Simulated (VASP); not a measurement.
# K (Im-3m) in VASP: single point with PBE

Aim: the single point of K with PBE.

Everything below comes from runs of VASP 6.6.1. Logs are shortened: lines on timing, memory, paths and dates and some standing lists are left out, and cuts for length are marked.

### Step 1. The cell of the first run

It takes space group Im-3m (No. 229, cubic). The conventional cell has a = 5.291 Å, b = 5.291 Å, c = 5.291 Å, α = 90.00°, β = 90.00°, γ = 90.00°.

### Step 2. Single point, PBE, non-collinear spin, zero start, spin-orbit coupling

Contents of INCAR:

```
SYSTEM = K
PREC = Accurate
ENCUT = 520
EDIFF = 1E-7
ISMEAR = 0
SIGMA = 0.05
LREAL = .False.
LASPH = .True.
NELM = 150
ALGO = Fast
ISIF = 2
LWAVE = .False.
LCHARG = .True.
MAGMOM = 0 0 0
LORBIT = 11
LSORBIT = .True.
GGA_COMPAT = .False.
LORBMOM = .True.
GGA = PE
LVHAR = .True.
NBANDS = 20
```

Contents of KPOINTS:

```
regular mesh
0
Gamma
  12 12 12
  0 0 0
```

Contents of POSCAR:

```
K
1.0
   -2.6456790643      2.6456790643      2.6456790643
    2.6456790643     -2.6456790643      2.6456790643
    2.6456790643      2.6456790643     -2.6456790643
K
1
Direct
    0.0000000000      0.0000000000      0.0000000000
```

Potentials or basis: VASP PAW PBE potentials, release 64 (K_sv).

Run with:

```
> cat potpaw_PBE.64/K_sv/POTCAR > POTCAR
> mpirun -np 1 vasp_ncl > vasp.out
```

OUTCAR:

```text
SYSTEM = K
   PREC = Accurate
   ENCUT = 520
   EDIFF = 1E-7
   ISMEAR = 0
   LREAL = .False.
   LASPH = .True.
   NELM = 150
   ISIF = 2
   LORBIT = 11
   LSORBIT = .True.
   GGA = PE

 ion  position               nearest neighbor table
   1  0.000  0.000  0.000-

  LATTYP: Found a body centered cubic cell.
 ALAT       =     5.2913581286

  Lattice vectors:

 A1 = (  -2.6456790643,   2.6456790643,   2.6456790643)
 A2 = (   2.6456790643,  -2.6456790643,   2.6456790643)
 A3 = (   2.6456790643,   2.6456790643,  -2.6456790643)

Analysis of symmetry for initial positions (statically):
=====================================================================
 Subroutine PRICEL returns:
 Original cell was already a primitive cell.

 Routine SETGRP: Setting up the symmetry group for a
 body centered cubic supercell.

 Subroutine GETGRP returns: Found 48 space group operations
 (whereof 48 operations were pure point group operations)
 out of a pool of 48 trial point group operations.

The static configuration has the point symmetry O_h .

Analysis of symmetry for dynamics (positions and initial velocities):
=====================================================================
 Subroutine PRICEL returns:
 Original cell was already a primitive cell.

 Routine SETGRP: Setting up the symmetry group for a
 body centered cubic supercell.

 Subroutine GETGRP returns: Found 48 space group operations
 (whereof 48 operations were pure point group operations)
 out of a pool of 48 trial point group operations.

The dynamic configuration has the point symmetry O_h .

Analysis of structural, dynamic, and magnetic symmetry:
=====================================================================
 Subroutine PRICEL returns:
 Original cell was already a primitive cell.

 Routine SETGRP: Setting up the symmetry group for a
 body centered cubic supercell.

 Subroutine GETGRP returns: Found 48 space group operations
 (whereof 48 operations were pure point group operations)
 out of a pool of 48 trial point group operations.

The overall configuration has the point symmetry O_h .

 Subroutine INISYM returns: Found 48 space group operations
 (whereof 48 operations are pure point group operations),
 and found     1 'primitive' translations

----------------------------------------------------------------------------------------

                                     Primitive cell

  volume of cell :      74.0750

  direct lattice vectors                    reciprocal lattice vectors
    -2.645679064  2.645679064  2.645679064     0.000000000  0.188987397  0.188987397
     2.645679064 -2.645679064  2.645679064     0.188987397  0.000000000  0.188987397
     2.645679064  2.645679064 -2.645679064     0.188987397  0.188987397  0.000000000

  length of vectors
     4.582450560  4.582450560  4.582450560     0.267268540  0.267268540  0.267268540

  position of ions in fractional coordinates (direct lattice)
     0.000000000  0.000000000  0.000000000

  ion indices of the primitive-cell ions
   primitive index   ion index
                 1           1

----------------------------------------------------------------------------------------

 KPOINTS: regular mesh

Automatic generation of k-mesh.
 Grid dimensions read from file:
 generate k-points for:   12   12   12

 Generating k-lattice:

  Cartesian coordinates                     Fractional coordinates (reciprocal lattice)
     0.000000000  0.015748950  0.015748950     0.083333333  0.000000000  0.000000000
     0.015748950  0.000000000  0.015748950     0.000000000  0.083333333  0.000000000
     0.015748950  0.015748950  0.000000000     0.000000000  0.000000000  0.083333333

  Length of vectors
     0.022272378  0.022272378  0.022272378

  Shift w.r.t. Gamma in fractional coordinates (k-lattice)
     0.000000000  0.000000000  0.000000000

 Subroutine IBZKPT returns following result:
 ===========================================

 Found     72 irreducible k-points:

 Following reciprocal coordinates:
            Coordinates               Weight
  0.000000  0.000000  0.000000      1.000000
  0.083333  0.000000  0.000000     12.000000
  0.166667  0.000000  0.000000     12.000000
  0.250000  0.000000  0.000000     12.000000
  0.333333  0.000000  0.000000     12.000000
  0.416667  0.000000  0.000000     12.000000
[... 16 lines left out ...]
  0.333333  0.083333  0.083333     24.000000
  0.416667  0.083333  0.083333     12.000000
 [... further k-points ...]
   k-points           NKPTS =     72   k-points in BZ     NKDIM =     72   number of bands    NBANDS=     20
   number of dos      NEDOS =    301   number of ions     NIONS =      1
   total plane-waves  NPLWV =  46656
   dimension x,y,z NGX =    36 NGY =   36 NGZ =   36
   dimension x,y,z NGXF=    72 NGYF=   72 NGZF=   72
   ions per type =               1
   NGX,Y,Z   is equivalent  to a cutoff of  13.06, 13.06, 13.06 a.u.
   NGXF,Y,Z  is equivalent  to a cutoff of  26.12, 26.12, 26.12 a.u.
 SYSTEM =  K
   PREC   = accura    normal or accurate (medium, high low for compatibility)
   ISTART =      0    job   : 0-new  1-cont  2-samecut
   ICHARG =      2    charge: 1-file 2-atom 10-const
   ISPIN  =      1    spin polarized calculation?
   LNONCOLLINEAR =      T non collinear calculations
   LSORBIT =      T    spin-orbit coupling
   LASPH  =      T    aspherical Exc in radial PAW
   ENCUT  =  520.0 eV  38.22 Ry    6.18 a.u.   8.52  8.52  8.52*2*pi/ulx,y,z
   NELM   =    150;   NELMIN=  2; NELMDL= -5     # of ELM steps
   EDIFF  = 0.1E-06   stopping-criterion for ELM
   LREAL  =      F    real-space projection
   EDIFFG = 0.1E-05   stopping-criterion for IOM
   NSW    =      0    number of steps for IOM
   IBRION =     -1    ionic relax: 0-MD 1-quasi-New 2-CG
   NFREE  =      0    steps in history (QN), initial steepest desc. (CG)
   ISIF   =      2    stress and relaxation
   ISYM   =      2    0-nonsym 1-usesym 2-fastsym
   POTIM  = 0.5000    time-step for ionic-motion
   TEBEG  =    0.0;   TEEND  =   0.0 temperature during run
   PSTRESS=    0.0 pullay stress
   NELECT =       9.0000    total number of electrons
   NUPDOWN=      -1.0000    fix difference up-down
   EMIN   =  10.00;   EMAX   =-10.00  energy-range for DOS
   EFERMI =   0.00;   METHOD = LEGACY
   ISMEAR =     0;   SIGMA  =   0.05  broadening in eV -4-tet -1-fermi 0-gaus
   EFERMI_NEDOS =   21; number of points for ismear=-14 and -15
   IALGO  =     68    algorithm
   IMIX   =      4    mixing-type and parameters
     AMIX     =   0.40;   BMIX     =  1.00
     AMIX_MAG =   1.60;   BMIX_MAG =  1.00
  volume/ion in A,a.u.               =      74.07       499.88
  Fermi-wavevector in a.u.,A,eV,Ry     =   0.810834  1.532254  8.945170  0.657451
  Thomas-Fermi vector in A             =   1.920082
   LORBIT       =     11    0 simple, 1 ext, 2 COOP (PROOUT), +10 PAW based schemes
   GGA     = PE    functional components
   LHFCALC =     F    Hartree Fock is set to
   AEXX    =    0.0000 exact exchange contribution
   IVDW    =     0    specifies the selected vdW correction
   LEPSILON=     F    determine dielectric tensor
   LRPA    =     F    only Hartree local field effects (RPA)
 RMM-DIIS sequential band-by-band and
 Gauss-broadening in eV      SIGMA  =   0.05
  energy-cutoff  :      520.00
  volume of cell :       74.07
 maximum number of plane-waves:      4032
 NGX is ok and might be reduce to    36
   NGX = 17   NGY = 17   NGZ = 17

 number of electron       9.0000000 magnetization       0.0000000      0.0000000      0.0000000

 number of electron       9.0000002 magnetization      -0.0000000     -0.0000000     -0.0000000

 number of electron       9.0000002 magnetization      -0.0000000     -0.0000000      0.0000000

 number of electron       9.0000002 magnetization      -0.0000000      0.0000000      0.0000000

 Free energy of the ion-electron system (eV)
  ---------------------------------------------------
  ext. energy  EPLUGINS =         0.00000000
  ---------------------------------------------------
  free energy    TOTEN  =        -1.05029191 eV

  energy without entropy =       -1.04866217  energy(sigma->0) =       -1.04947704

 E-fermi :  -0.1515     XC(G=0):  -5.6342

 val. band max:       -0.1681681650   @ k =   0.2500   0.2500   0.0000
 cond. band min:      -0.1024586137   @ k =   0.3333   0.1667   0.0000
 fundamental gap:      0.0657095513
 Fermi energy:        -0.1515319080

 k-point     1 :       0.0000    0.0000    0.0000
  band No.  band energies     occupation
      1     -32.2719      1.00000
      2     -32.2719      1.00000
      3     -15.9003      1.00000
      4     -15.9003      1.00000
      5     -15.6337      1.00000
      6     -15.6337      1.00000
[... 12 lines left out ...]
     19       5.0565      0.00000
     20       5.0565      0.00000

 k-point     2 :       0.0833    0.0000    0.0000
  band No.  band energies     occupation
      1     -32.2716      1.00000
      2     -32.2716      1.00000
      3     -15.9023      1.00000
      4     -15.9023      1.00000
      5     -15.6371      1.00000
      6     -15.6371      1.00000
[... 12 lines left out ...]
     19       5.0333      0.00000
     20       5.0333      0.00000

 k-point     3 :       0.1667    0.0000    0.0000
  band No.  band energies     occupation
      1     -32.2709      1.00000
      2     -32.2709      1.00000
      3     -15.9076      1.00000
      4     -15.9076      1.00000
      5     -15.6461      1.00000
      6     -15.6461      1.00000
[... 12 lines left out ...]
     19       4.9972      0.00000
     20       4.9972      0.00000

 k-point     4 :       0.2500    0.0000    0.0000
  band No.  band energies     occupation
      1     -32.2699      1.00000
      2     -32.2699      1.00000
      3     -15.9152      1.00000
      4     -15.9152      1.00000
      5     -15.6582      1.00000
      6     -15.6582      1.00000
[... 429 lines left out ...]
 k-point    23 :       0.3333    0.0833    0.0833
  band No.  band energies     occupation
      1     -32.2681      1.00000
      2     -32.2681      1.00000
      3     -15.9294      1.00000
      4     -15.9294      1.00000
      5     -15.6773      1.00000
      6     -15.6773      1.00000
[... 12 lines left out ...]
     19       5.4857      0.00000
     20       5.4860      0.00000

 k-point    24 :       0.4167    0.0833    0.0833
  band No.  band energies     occupation
      1     -32.2679      1.00000
      2     -32.2679      1.00000
      3     -15.9313      1.00000
      4     -15.9313      1.00000
      5     -15.6797      1.00000
      6     -15.6797      1.00000
[... 12 lines left out ...]
     19       5.6023      0.00000
     20       6.1326      0.00000

 [... further k-points ...]

------------------------ aborting loop because EDIFF is reached ----------------------------------------

  FORCE on cell =-STRESS in cart. coord.  units (eV):
  Direction    XX          YY          ZZ          XY          YZ          ZX
  --------------------------------------------------------------------------------------
  -------------------------------------------------------------------------------------
  Total       -0.0118727     -0.0118727     -0.0118727      0.0000000     -0.0000000      0.0000000
  in kB       -0.2567970     -0.2567970     -0.2567970      0.0000000     -0.0000000      0.0000000
  external PRESSURE =      -0.2567970 kB  Pullay stress =       0.0000000 kB

 VOLUME and BASIS-vectors are now :
 -----------------------------------------------------------------------------
  energy-cutoff  :      520.00
  volume of cell :       74.07
      direct lattice vectors                 reciprocal lattice vectors
    -2.645679064  2.645679064  2.645679064     0.000000000  0.188987397  0.188987397
     2.645679064 -2.645679064  2.645679064     0.188987397  0.000000000  0.188987397
     2.645679064  2.645679064 -2.645679064     0.188987397  0.188987397  0.000000000

 POSITION                                       TOTAL-FORCE (eV/Angst)
 -----------------------------------------------------------------------------------
      0.00000      0.00000      0.00000        -0.000000      0.000000     -0.000000
 -----------------------------------------------------------------------------------
    total drift:                               -0.000000     -0.000000     -0.000000

  FREE ENERGIE OF THE ION-ELECTRON SYSTEM (eV)
  ---------------------------------------------------
  free  energy   TOTEN  =        -1.0502919075 eV

  energy  without entropy=       -1.0486621667  energy(sigma->0) =       -1.04947704

 orbital moment (x)

 # of ion     p       d       tot
 ----------------------------------------
  1         0.000   0.000   0.000
 ----------------------------------------
            0.000   0.000   0.000

 orbital moment (y)

 # of ion     p       d       tot
 ----------------------------------------
  1         0.000   0.000   0.000
 ----------------------------------------
            0.000   0.000   0.000

 orbital moment (z)

 # of ion     p       d       tot
 ----------------------------------------
  1         0.000   0.000   0.000
 ----------------------------------------
            0.000   0.000   0.000

 Spin-Orbit-Coupling matrix elements

 Ion:    1  E_soc:     -0.0079960
 l=   1
     0.0000000    -0.0013327    -0.0013327
    -0.0013327     0.0000000    -0.0013327
    -0.0013327    -0.0013327     0.0000000
 l=   2
     0.0000000     0.0000000     0.0000000     0.0000000     0.0000000
     0.0000000     0.0000000     0.0000000     0.0000000     0.0000000
     0.0000000     0.0000000     0.0000000     0.0000000     0.0000000
     0.0000000     0.0000000     0.0000000     0.0000000     0.0000000
     0.0000000     0.0000000     0.0000000     0.0000000     0.0000000
 l=   3
     0.0000000     0.0000000     0.0000000     0.0000000     0.0000000     0.0000000     0.0000000
     0.0000000     0.0000000     0.0000000     0.0000000     0.0000000     0.0000000     0.0000000
     0.0000000     0.0000000     0.0000000     0.0000000     0.0000000     0.0000000     0.0000000
     0.0000000     0.0000000     0.0000000     0.0000000     0.0000000     0.0000000     0.0000000
     0.0000000     0.0000000     0.0000000     0.0000000     0.0000000     0.0000000     0.0000000
     0.0000000     0.0000000     0.0000000     0.0000000     0.0000000     0.0000000     0.0000000
     0.0000000     0.0000000     0.0000000     0.0000000     0.0000000     0.0000000     0.0000000

 total charge

# of ion       s       p       d       tot
------------------------------------------
    1        1.980   5.555   0.005   7.540

 magnetization (x)

# of ion       s       p       d       tot
------------------------------------------
    1        0.000   0.000  -0.000   0.000

 magnetization (y)

# of ion       s       p       d       tot
------------------------------------------
    1        0.000   0.000  -0.000   0.000

 magnetization (z)

# of ion       s       p       d       tot
------------------------------------------
    1        0.000  -0.000  -0.000   0.000
```

It took 5 min on 1 thread of AMD EPYC 7R13 (Zen 3), shared host; peak memory 0.42 GiB.

Results:

```yaml
Free_energy: -1.0503 eV
Pressure: 0.0 GPa
Net_moment: 0.00 μB per cell
Valence_electrons_inside_the_program's_atomic_spheres: K 7.54
```

Moments on the atoms (μB; x, y, z):
```
K   0.00 0.00 0.00
```
